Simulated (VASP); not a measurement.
Write the native input for VASP 6.6.1 that does the following.

| Property | Result |
| --- | --- |
| Task | single point |
| Functional | LDA |
| Potentials or basis | VASP PAW LDA potentials, release 64 (Li_sv) |
| Cutoff | 520 eV |
| k mesh | 5 × 5 × 5 |
| Occupations | methfessel-paxton, width 0.1 eV |
| Spin | no spin polarisation |
| Dipole correction | no |
| Further INCAR settings | ALGO = Normal; EDIFF = 1e-06; NBANDS = 10 |

The structure of Li lies in POSCAR:

```
Li
1.0
    4.6854230000     -2.6858800000      0.0000000000
    4.6854230000      2.6858800000      0.0000000000
    0.0000000000      0.0000000000      5.0523320000
Li
2
Direct
    0.6671580000      0.3328420000      0.7500000000
    0.3328420000      0.6671580000      0.2500000000
```

One way to write it, as run:

INCAR

```
ALGO = Normal ; EDIFF = 1E-6
ENCUT = 520 ; GGA = CA
ISIF = 2 ; ISMEAR = 1
LASPH = True ; LCHARG = False
LREAL = False ; LWAVE = False
NBANDS = 10 ; NELM = 60
PREC = Accurate ; SIGMA = 0.1
```

KPOINTS

```
k-points
0
Gamma
  5 5 5
```

Potentials or basis: VASP PAW LDA potentials, release 64 (Li_sv).

Command:

```console
$ cat potpaw_LDA.64/Li_sv/POTCAR > POTCAR
$ mpirun -np 1 vasp_std > vasp.out
```

It gave:

The largest force is 0.207 eV/Å and the band gap on the k mesh is zero (band 3 reaches -1.39 eV, above the bottom of band 4 at -1.67 eV).

Run time: 31 s on 1 thread of Intel Xeon 8259CL (shared host), peak memory 0.19 GiB.
